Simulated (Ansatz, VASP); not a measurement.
**Re: VASP beside Ansatz**

INCAR

```
SYSTEM = Re
  PREC = Accurate
  ENCUT = 520
  EDIFF = 1E-6
  ISMEAR = -1
  SIGMA = 0.1
  LREAL = .False.
  LASPH = .True.
  NELM = 100
  ALGO = Normal
  ISIF = 2
  LWAVE = .False.
  LCHARG = .False.
  GGA = PE
  NBANDS = 14
```

The input KPOINTS:

```
regular mesh
0
Gamma
  16 16 16
  0 0 0
```

POSCAR

```
Re
1.0
    0.0000000000      2.7877749542      2.7877749542
    2.7877749542      0.0000000000      2.7877749542
    2.7877749542      2.7877749542      0.0000000000
Re
2
Direct
    0.1250000000      0.1250000000      0.1250000000
    0.8750000000      0.8750000000      0.8750000000
```

Input for Ansatz:

```yaml
crystal:
  lattice:
    - [0.0, 2.7877749542, 2.7877749542]
    - [2.7877749542, 0.0, 2.7877749542]
    - [2.7877749542, 2.7877749542, 0.0]
  atoms:
    - { symbol: Re, position: [0.125, 0.125, 0.125] }
    - { symbol: Re, position: [0.875, 0.875, 0.875] }
hamiltonian:
  xc: pbe
  pseudopotentials:
    kind: paw
    azcp:
      Re: "pseudopotentials/Re.paw.azcp"
basis:
  ecutwfc: 420
  fft_grid_basis: typed
kpoints:
  mp_grid: { grid: [16, 16, 16], shift: [0, 0, 0] }
magnetization:
  spin_polarized: false
scf:
  occupations: { method: fermi_dirac, width: 0.1 }
output:
  stress: true
```

Alike in both runs: task single point; functional PBE; k mesh 16 × 16 × 16; occupations fermi-dirac, width 0.1 eV; no spin polarisation.

```csv
,VASP,Ansatz
version,VASP 6.6.1,Ansatz 0.2.0
potentials or method,"VASP PAW PBE potentials, release 64 (Re), cutoff 520 eV","plane waves (420 eV) with PAW, scalar-relativistic"
valence electrons in the cell,14,30
```

|  | VASP | Ansatz | Ansatz less VASP |
| --- | --- | --- | --- |
| pressure (GPa) | 5.9 | 7.9 | +2.01 |

VASP's potentials hold 14 valence electrons a cell and Ansatz's 30, so a difference there can come from the potentials and not from the codes.

Neither program's run includes spin-orbit coupling.
